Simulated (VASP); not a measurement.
# Te2Mo in VASP: further runs, part 3 of 3

VASP 6.6.1. The steps go on from the part before.

### 7 Single point, PBE+D4

This run uses another cell than the first one.

Input file INCAR:

```
SYSTEM = Te2Mo
ALGO = Normal
EDIFF = 1E-6
ENCUT = 520
GGA = PE
ISIF = 2
ISMEAR = -1
IVDW = 13
LASPH = .True.
LCHARG = .True.
LELF = .True.
LREAL = .False.
LVHAR = .True.
LWAVE = .False.
NBANDS = 35
NELM = 80
PREC = Accurate
SIGMA = 0.05
```

Input file KPOINTS:

```
k-points
0
Gamma
  4 8 1
  0 0 0
```

Input file POSCAR:

```
Te2Mo
1.0
    6.3220840453      0.0000000000      0.0035165857
    0.0000000000      3.4099516973      0.0000000000
   -0.0652111121      0.0000000000     36.1666013458
Te Mo
4 2
Direct
    0.4315057101      0.7500000000      0.5411524241
    0.5684942899      0.2500000000      0.4588475759
    0.9218224650      0.2500000000      0.5570930244
    0.0781775350      0.7500000000      0.4429069756
    0.1825540415      0.2500000000      0.4976318308
    0.8174459585      0.7500000000      0.5023681692
```

Potentials or basis: VASP PAW PBE potentials, release 64 (Te, Mo_sv).

Run with:

```bash
cat potpaw_PBE.64/Te/POTCAR potpaw_PBE.64/Mo_sv/POTCAR > POTCAR
mpirun -np 1 vasp_std > vasp.out
```

OUTCAR:

```text
SYSTEM = Te2Mo
   EDIFF = 1E-6
   ENCUT = 520
   GGA = PE
   ISIF = 2
   ISMEAR = -1
   IVDW = 13
   LASPH = .True.
   LREAL = .False.
   NELM = 80
   PREC = Accurate

 ion  position               nearest neighbor table
   1  0.432  0.750  0.541-   5 2.80   5 2.80   6 2.82   2 3.54   2 3.54   3 3.58   3 3.58
   2  0.568  0.250  0.459-   6 2.80   6 2.80   5 2.82   1 3.54   1 3.54   4 3.58   4 3.58
   3  0.922  0.250  0.557-   6 2.69   6 2.69   5 2.71   1 3.58   1 3.58
   4  0.078  0.750  0.443-   5 2.69   5 2.69   6 2.71   2 3.58   2 3.58
   5  0.183  0.250  0.498-   4 2.69   4 2.69   3 2.71   1 2.80   1 2.80   2 2.82   6 2.87   6 2.87

   6  0.817  0.750  0.502-   3 2.69   3 2.69   4 2.71   2 2.80   2 2.80   1 2.82   5 2.87   5 2.87

  LATTYP: Found a simple monoclinic cell.
 ALAT       =     6.3220850233
 B/A-ratio  =     0.5393713759
 C/A-ratio  =     5.7206855021
 COS(beta)  =    -0.0012468349

  Lattice vectors:

 A1 = (   6.3220840453,   0.0000000000,   0.0035165857)
 A2 = (   0.0000000000,   3.4099516973,   0.0000000000)
 A3 = (  -0.0652111121,   0.0000000000,  36.1666013458)

Analysis of symmetry for initial positions (statically):
=====================================================================
[... 178 lines left out ...]

 k-point     1 :       0.0000    0.0000    0.0000
  band No.  band energies     occupation
      1     -63.0633      2.00000
      2     -63.0005      2.00000
      3     -37.3198      2.00000
      4     -37.2411      2.00000
      5     -37.2171      2.00000
      6     -37.0790      2.00000
[... 559 lines left out ...]
     34       1.4209      0.00000
     35       2.5559      0.00000

------------------------ aborting loop because EDIFF is reached ----------------------------------------

  DFT-D4 for vdW energy calculation

  Edisp (eV):   -2.61622

  FORCE on cell =-STRESS in cart. coord.  units (eV):
  Direction    XX          YY          ZZ          XY          YZ          ZX
  --------------------------------------------------------------------------------------
  -------------------------------------------------------------------------------------
  Total       0.01938    -0.01590     0.02750     0.00000     0.00000     0.00493
  in kB       0.03983    -0.03268     0.05651     0.00000     0.00000     0.01013
  external pressure =        0.02 kB  Pullay stress =        0.00 kB

 VOLUME and BASIS-vectors are now :
 -----------------------------------------------------------------------------
  energy-cutoff  :      520.00
  volume of cell :      779.68
      direct lattice vectors                 reciprocal lattice vectors
     6.322084045  0.000000000  0.003516586     0.158175530  0.000000000  0.000285202
     0.000000000  3.409951697  0.000000000     0.000000000  0.293259286  0.000000000
    -0.065211112  0.000000000 36.166601346    -0.000015380  0.000000000  0.027649792

 POSITION                                       TOTAL-FORCE (eV/Angst)
 -----------------------------------------------------------------------------------
      2.69273      2.55746     19.57316         0.000433      0.000000      0.008170
      3.56415      0.85249     16.59696        -0.000433     -0.000000     -0.008170
      5.79151      0.85249     20.15140         0.001002     -0.000000      0.001663
      0.46536      2.55746     16.01871        -0.001002     -0.000000     -0.001663
      1.12167      0.85249     17.99829         0.011378      0.000000     -0.001416
      5.13520      2.55746     18.17182        -0.011378     -0.000000      0.001416
 -----------------------------------------------------------------------------------
    total drift:                                0.000000      0.000000      0.000000

  FREE ENERGIE OF THE ION-ELECTRON SYSTEM (eV)
  ---------------------------------------------------
  free  energy   TOTEN  =       -38.5588016995 eV

  energy  without entropy=      -38.5469328501  energy(sigma->0) =      -38.55286727
```

OSZICAR:

```text
N       E                     dE             d eps       ncg     rms          rms(c)
DAV:   1     0.423723951562E+03    0.42372E+03   -0.21664E+04  1322   0.106E+03
DAV:   2     0.717666920111E+01   -0.41655E+03   -0.40589E+03  1517   0.232E+02
DAV:   3    -0.355750389947E+02   -0.42752E+02   -0.42097E+02  1358   0.701E+01
DAV:   4    -0.372311543371E+02   -0.16561E+01   -0.16341E+01  1508   0.138E+01
[... 18 lines left out ...]
DAV:  23    -0.359425665721E+02   -0.17188E-04   -0.34657E-07   846   0.231E-03    0.211E-03
DAV:  24    -0.359425758136E+02   -0.92415E-05   -0.29090E-07   823   0.225E-03    0.217E-03
DAV:  25    -0.359425784472E+02   -0.26336E-05   -0.46244E-08   738   0.669E-04    0.136E-03
DAV:  26    -0.359425800524E+02   -0.16052E-05   -0.15070E-08   693   0.485E-04    0.641E-04
DAV:  27    -0.359425806501E+02   -0.59772E-06   -0.41063E-09   685   0.360E-04
   1 F= -.38558802E+02 E0= -.38552867E+02  d E =-.118688E-01
```

stdout:

```text
POSCAR found type information on POSCAR TeMo
 POSCAR found :  2 types and       6 ions
 scaLAPACK will be used
 LDA part: xc-table for (Slater+PW92), standard interpolation
 POSCAR, INCAR and KPOINTS ok, starting setup
 FFT: planning ... GRIDC
 FFT: planning ... GRID_SOFT
 FFT: planning ... GRID
 WAVECAR not read
 entering main loop
```

Run time: 7.6 min. Hardware: 1 thread of Intel Xeon 6975P-C (Granite Rapids), shared host; peak memory 0.92 GiB.

What came out:

* Free energy: -38.5588 eV
* Largest force: 0.011 eV/Å
* Band gap on the k mesh: zero (bands 26 and 27 overlap by 0.35 eV)
* Dispersion energy per atom: -0.436 eV

Forces in eV/Å, atoms in the order of the input:
```
Te   0.000  0.000  0.008
Te   0.000  0.000 -0.008
Te   0.001  0.000  0.002
Te  -0.001  0.000 -0.002
Mo   0.011  0.000 -0.001
Mo  -0.011  0.000  0.001
```

Levels at points of the mesh, in eV from the Fermi level:
```csv
k point,band 23,band 24,band 25,band 26,band 27,band 28,band 29,band 30
"(0.00, 0.00, 0.00)",-1.08,-0.49,-0.37,0.35,0.57,1.20,1.65,2.08
"(0.50, 0.00, 0.00)",-1.43,-0.94,-0.72,-0.52,0.00,1.28,1.38,1.86
"(0.00, 0.50, 0.00)",-1.70,-1.70,-1.46,-1.46,1.18,1.18,1.53,1.53
"(0.50, 0.50, 0.00)",-1.73,-1.73,-0.90,-0.90,1.17,1.17,1.81,1.81
```

Caveat: spin-orbit coupling is left out, which moves the levels of the heavy elements.

### 8 Overview

```csv
level,cell,gap on the mesh (eV),largest force (eV/Å)
PBEsol+D3(BJ),"a = 6.280, b = 3.315, c = 36.158 Å, angles 90.0, 89.9, 90.0°, 6 atoms, atomic positions A",none,0.04
PBEsol+D3(BJ),"a = 6.362, b = 3.480, c = 36.176 Å, angles 90.0, 90.1, 90.0°, 6 atoms, atomic positions B",none,0.30
PBEsol+D4,"a = 6.265, b = 3.410, c = 36.175 Å, angles 90.0, 90.1, 90.0°, 6 atoms, atomic positions C",none,0.03
PBE+D3(BJ),"a = 6.317, b = 3.411, c = 36.179 Å, angles 90.0, 90.1, 90.0°, 6 atoms, atomic positions D",none,0.01
PBE+D3(BJ),"a = 6.321, b = 3.413, c = 36.178 Å, angles 90.0, 90.1, 90.0°, 6 atoms, atomic positions D",none,0.02
PBE+D4,"a = 6.322, b = 3.410, c = 36.167 Å, angles 90.0, 90.1, 90.0°, 6 atoms, atomic positions D",none,0.01
```

Alike in all rows: task single point; potentials or basis VASP PAW PBE potentials, release 64 (Te, Mo_sv); no spin polarisation; k mesh 4 × 8 × 1; cutoff (eV) 520; smearing fermi-dirac 0.05 eV.

Caveats: spin-orbit coupling is left out, which moves the levels of the heavy elements; three body term missing (at least some runs); the PAW data sets were made with another functional, which shifts forces and pressure a little (at least some runs).

Absolute energies hang on the potentials; compare differences alone.
